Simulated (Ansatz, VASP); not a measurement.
**Hg: VASP beside Ansatz**

INCAR

```
PREC = Accurate ; ENCUT = 520
EDIFF = 1E-6 ; ISMEAR = -1
SIGMA = 0.05 ; LREAL = False
LASPH = True ; NELM = 100
ALGO = Normal ; ISIF = 2
LWAVE = False ; LCHARG = False
GGA = PS ; NBANDS = 19
```

Contents of KPOINTS:

```
Automatic mesh
0
Gamma
  12 12 12
```

The input POSCAR:

```
Hg
1.0
    0.0000000000      2.6268292789      2.6268292789
    2.6268292789      0.0000000000      2.6268292789
    2.6268292789      2.6268292789      0.0000000000
Hg
2
Direct
   -0.1250000000     -0.1250000000     -0.1250000000
    0.1250000000      0.1250000000      0.1250000000
```

Input for Ansatz:

```yaml
crystal:
  lattice:
    - [0.0, 2.6268292789, 2.6268292789]
    - [2.6268292789, 0.0, 2.6268292789]
    - [2.6268292789, 2.6268292789, 0.0]
  atoms:
    - { symbol: Hg, position: [-0.125, -0.125, -0.125] }
    - { symbol: Hg, position: [0.125, 0.125, 0.125] }
kpoints:
  mp_grid: { grid: [12, 12, 12] }
scf:
  occupations: { method: fermi_dirac, width: 0.05 }
hamiltonian:
  xc: pbesol
  pseudopotentials: { kind: paw }
output:
  forces: true
  stress: true
  eigenvalues: true
  populations: true
```

Change from the starting cell: volume scaled by 0.5, PAW files.

Alike in both runs: task single point; functional PBEsol; k mesh 12 × 12 × 12; occupations fermi-dirac, width 0.05 eV; no spin polarisation.

|  | VASP | Ansatz |
| --- | --- | --- |
| version | VASP 6.6.1 | Ansatz 0.2.0 |
| potentials or method | VASP PAW PBE potentials, release 64 (Hg) | PAW with Ansatz's default frozen-core files, scalar-relativistic |
| plane-wave cutoff (eV) | 520 | 420 |
| valence electrons in the cell | 24 | 40 |

```csv
,VASP,Ansatz,Ansatz less VASP
pressure (GPa),124.2,116.6,-7.62
```

VASP's potentials were made for PBE, not for PBEsol. Both programs put the cell under a high pressure, so it lies far from rest at this level. With one functional, cell and mesh, what is left measures potentials, basis and numerics. VASP's potentials hold 24 valence electrons a cell and Ansatz's 40, so a difference there can come from the potentials and not from the codes.

Spin-orbit coupling is off throughout. Noted on VASP's run: the cell as given lies far from equilibrium.
